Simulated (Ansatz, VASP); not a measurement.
# Si in VASP and in Ansatz

Contents of INCAR:

```
SYSTEM = Si
  PREC = Accurate
  ENCUT = 500
  EDIFF = 1E-6
  ISMEAR = 0
  SIGMA = 0.1
  LREAL = .False.
  LASPH = .True.
  NELM = 120
  ALGO = Normal
  ISIF = 2
  LWAVE = .False.
  LCHARG = .False.
  GGA = PE
  NBANDS = 11
  GGA_COMPAT = .False.
```

KPOINTS

```
Automatic mesh
0
Gamma
  6 6 6
  0 0 0
```

POSCAR

```
Si
1.0
    0.0000000000      2.7374692496      2.7374692496
    2.7374692496      0.0000000000      2.7374692496
    2.7374692496      2.7374692496      0.0000000000
Si
2
Direct
    0.7500000000      0.7500000000      0.7500000000
    0.5000000000      0.5000000000      0.5000000000
```

Input for Ansatz:

```yaml
crystal:
  lattice:
    - [0.0, 2.737469249572242, 2.737469249572242]
    - [2.737469249572242, 0.0, 2.737469249572242]
    - [2.737469249572242, 2.737469249572242, 0.0]
  atoms:
    - { symbol: Si, position: [0.75, 0.75, 0.75] }
    - { symbol: Si, position: [0.5, 0.5, 0.5] }
kpoints:
  mp_grid:
    grid: [6, 6, 6]
hamiltonian:
  xc: pbe
  pseudopotentials:
    kind: nc
scf:
  max_iter: 60
  algorithm: density_mixing
  n_extra_bands: 2
  convergence:
    dr2_threshold: 1.0e-06
  occupations:
    method: gaussian
  eigensolver:
    kind: davidson
    mixed_precision: false
output:
  stress: true
```

Alike in both runs: task single point; functional PBE; k mesh 6 × 6 × 6; no spin polarisation.

|  | VASP | Ansatz |
| --- | --- | --- |
| version | VASP 6.6.1 | Ansatz 0.2.0 |
| potentials or method | VASP PAW PBE potentials, release 64 (Si) | plane waves, norm-conserving potentials |
| plane-wave cutoff (eV) | 500 | 490 |
| occupations | gaussian, width 0.1 eV | gaussian |
| valence electrons in the cell | 8 | 8 |

|  | VASP | Ansatz | Ansatz less VASP |
| --- | --- | --- | --- |
| pressure (GPa) | -0.2 | -0.2 | +0.05 |

Ansatz's warnings: stress scf threshold loose.
